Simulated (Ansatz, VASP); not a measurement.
# One calculation of ZrOs, two programs

```
CELL_PARAMETERS angstrom
3.21890 0.00000 0.00000
0.00000 3.21890 0.00000
0.00000 0.00000 3.21890
ATOMIC_POSITIONS crystal
Zr 0.50000 0.50000 0.50000
Os 0.00000 0.00000 0.00000
```

Change from the starting cell: volume scaled by 0.96, crystal datasets.

Alike in both runs: task electric field gradients; functional LDA; k mesh 13 × 13 × 13; occupations fermi-dirac, width 0.03 eV; no spin polarisation.

```csv
,VASP,Ansatz
version,VASP 6.6.1,Ansatz 0.2.0
potentials or method,"VASP PAW LDA potentials, release 64 (Zr_sv, Os), cutoff 520 eV","all-electron PAW with datasets made for the crystal, scalar-relativistic"
```

|  | VASP | Ansatz | Ansatz less VASP |
| --- | --- | --- | --- |
| pressure (GPa) | 2.0 | 1.6 | -0.42 |

LDA's correlation is that of Perdew and Zunger in VASP and of Perdew and Wang (1992) in Ansatz. Ansatz ran all-electron here, and VASP with PAW potentials.

Spin-orbit coupling is off throughout.
